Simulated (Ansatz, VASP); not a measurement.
# One calculation of SbP, two programs

INCAR

```
PREC = Accurate
ENCUT = 520
EDIFF = 1E-7
ISMEAR = -1
SIGMA = 0.08
LREAL = F
LASPH = T
NELM = 100
ALGO = Normal
ISIF = 2
LWAVE = F
LCHARG = T
GGA = PS
LELF = T
LVHAR = T
NBANDS = 12
```

Contents of KPOINTS:

```
regular mesh
0
Gamma
  11 11 11
```

Contents of POSCAR:

```
SbP
1.0
    0.0000000000      2.7542609721      2.7542609721
    2.7542609721      0.0000000000      2.7542609721
    2.7542609721      2.7542609721      0.0000000000
Sb P
1 1
Direct
    0.0000000000      0.0000000000      0.0000000000
    0.2500000000      0.2500000000      0.2500000000
```

Input for Ansatz:

```yaml
crystal:
  lattice:
    - [0.0, 2.7542609721, 2.7542609721]
    - [2.7542609721, 0.0, 2.7542609721]
    - [2.7542609721, 2.7542609721, 0.0]
  atoms:
    - { symbol: Sb, position: [0.0, 0.0, 0.0] }
    - { symbol: P, position: [0.25, 0.25, 0.25] }
kpoints:
  mp_grid: { grid: [11, 11, 11] }
scf:
  occupations: { method: fermi_dirac, width: 0.08 }
hamiltonian:
  xc: pbesol
  pseudopotentials: { kind: all_electron, lapw: { basis_error: 0.001 } }
output:
  forces: true
  stress: true
  eigenvalues: true
  populations: true
```

Change from the starting cell: volume scaled by 0.7, LAPW.

Alike in both runs: task single point; functional PBEsol; k mesh 11 × 11 × 11; occupations fermi-dirac, width 0.08 eV; no spin polarisation.

```csv
,VASP,Ansatz
version,VASP 6.6.1,Ansatz 0.2.0
potentials or method,"VASP PAW PBE potentials, release 64 (Sb, P), cutoff 520 eV","all-electron LAPW, scalar-relativistic"
```

Ansatz gave:

```
pressure (GPa) : 32.2
```

Q: What did VASP give for the same quantities?

A: Pressure (GPa): 33.4.

VASP's potentials were made for PBE, not for PBEsol. Both programs put the cell under a high pressure, so it lies far from rest at this level. Ansatz ran all-electron here, and VASP with PAW potentials.

Spin-orbit coupling is off throughout.
